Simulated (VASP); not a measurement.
ZrB, 2 atoms in the cell. It takes space group Fm-3m (No. 225, cubic). The conventional cell has a = 5.023 Å, b = 5.023 Å, c = 5.023 Å, α = 90.00°, β = 90.00°, γ = 90.00°. Within 3.3 Å of Zr (site symmetry m-3m) lie 6 B at 2.51 Å. B (site symmetry m-3m) has 6 Zr at 2.51 Å within 3.3 Å. 

```yaml
Program: VASP 6.6.1
Task: single point
Functional: r2SCAN
Potentials_or_basis: VASP PAW PBE potentials, release 64 (Zr_sv, B)
Cutoff: 520 eV
k_mesh: 12 × 12 × 12
Occupations: gaussian, width 0.05 eV
Spin: no spin polarisation
Dipole_correction: no
Further_INCAR_settings: ALGO = Normal; EDIFF = 1e-06; NBANDS = 14
```

Potentials or basis: VASP PAW PBE potentials, release 64 (Zr_sv, B).

The run is started by

```console
$ cat potpaw_PBE.64/Zr_sv/POTCAR potpaw_PBE.64/B/POTCAR > POTCAR
$ cp INCAR.step1 INCAR
$ mpirun -np 1 vasp_std > vasp.out
$ cp INCAR.step2 INCAR
$ mpirun -np 1 vasp_std > vasp.out
```

Hardware: 1 thread of Intel(R) Xeon(R) 6975P-C (Granite Rapids), on a shared host.

Task: How long does it take, and how much memory?

Result: It took 57 s on 1 thread of Intel(R) Xeon(R) 6975P-C (Granite Rapids), with other jobs on the host, peak memory 0.19 GiB. Counts: k points 72.
